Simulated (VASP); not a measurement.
A run of VASP 6.6.1:

The input INCAR:

```
PREC = Accurate
ENCUT = 520
EDIFF = 1E-6
ISMEAR = -1
SIGMA = 0.05
LREAL = False
LASPH = True
NELM = 100
ALGO = Normal
ISIF = 2
LWAVE = False
LCHARG = False
GGA = PS
NBANDS = 21
```

The input KPOINTS:

```
Automatic mesh
0
Gamma
  18 18 10
```

POSCAR

```
Ru
1.0
    2.4048945947      0.0000000000      0.0000000000
   -1.2024472973      2.0826998124      0.0000000000
    0.0000000000      0.0000000000      3.8410425313
Ru
2
Direct
    0.3333333333      0.6666666667      0.2500000000
    0.6666666667      0.3333333333      0.7500000000
```

Potentials or basis: VASP PAW PBE potentials, release 64 (Ru_pv).

The run is started by

```bash
$ cat potpaw_PBE.64/Ru_pv/POTCAR > POTCAR
$ mpirun -np 1 vasp_std > vasp.out
```

Hardware: 1 thread of Intel Xeon 8259CL (shared host).

Q: Estimate the wall time of this run.

A: Run time: 82 s on 1 thread of Intel Xeon 8259CL, on a shared host, peak memory 0.19 GiB. Counts: scf iterations 12, k points 222.
